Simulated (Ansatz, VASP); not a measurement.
## Ag: VASP beside Ansatz

INCAR

```
SYSTEM = Ag
ALGO     = Normal         ! electronic algorithm
EDIFF    = 1E-7           ! SCF threshold, eV
EDIFFG   = -0.04          ! ionic threshold
ENCUT    = 630            ! plane-wave cutoff, eV
GGA      = PE             ! functional
GGA_COMPAT= .False.      
IBRION   = 2              ! ionic algorithm
ISIF     = 3              ! what is computed and relaxed
ISMEAR   = 0              ! smearing method
LASPH    = .True.         ! aspherical terms in the spheres
LCHARG   = .False.        ! write CHGCAR
LREAL    = .False.        ! projectors in reciprocal space
LWAVE    = .False.        ! write WAVECAR
NELM     = 120            ! most SCF steps
NELMIN   = 4            
NSW      = 90             ! ionic steps
PREC     = Accurate       ! precision mode
SIGMA    = 0.1            ! smearing width, eV
```

Contents of KPOINTS:

```
k-points
0
Gamma
  6 6 8
  0 0 0
```

Contents of POSCAR:

```
Ag
1.0
    1.6984651100     -1.9196869200      0.0000000000
    1.6984651100      1.9196869200      0.0000000000
    0.0000000000      0.0000000000      2.4752386100
Ag
1
Direct
    0.5000000000      0.5000000000      0.5000000000
```

Input for Ansatz:

```yaml
crystal:
  lattice:
    - [1.69846511, -1.91968692, 0.0]
    - [1.69846511, 1.91968692, 0.0]
    - [0.0, 0.0, 2.47523861]
  atoms:
    - { symbol: Ag, position: [0.5, 0.5, 0.5] }
basis:
  ecutwfc: 420
kpoints:
  mp_grid: { grid: [6, 6, 8] }
hamiltonian:
  xc: pbe
scf:
  occupations: { method: gaussian, width: 0.1 }
  lower_state_search: "off"
output:
  forces: true
  stress: true
  eigenvalues: true
relax:
  adjacent_minimum: "off"
  f_tol: 0.04
  max_steps: 70
  cell: { stress_tol: 0.4 }
```

Alike in both runs: task relaxation of cell and atoms; functional PBE; k mesh 6 × 6 × 8; occupations gaussian, width 0.1 eV; no spin polarisation.

```csv
,VASP,Ansatz
version,VASP 6.6.1,Ansatz 0.2.0
potentials or method,"VASP PAW PBE potentials, release 64 (Ag_sv_GW), cutoff 630 eV","scalar-relativistic, plane waves, PAW"
valence electrons in the cell,19,19
```

|  | VASP | Ansatz | Ansatz less VASP |
| --- | --- | --- | --- |
| gap on the k mesh at the Fermi level, each at its own relaxed structure (eV) | none | none | - |
| relaxed volume (Å³/atom) | 19.27 | 19.64 | +0.372 |
| relaxed length of the cell vector where the two differ most in proportion (Å) | 2.770 | 2.797 | +0.0274 |

A gap of «none» marks a metal or a gap that the smearing closes.

The k mesh is coarse, so the values compare programs but aren't converged. Noted on VASP's run: the volume moved by over 15 % at a fixed basis, so the end points are rough.
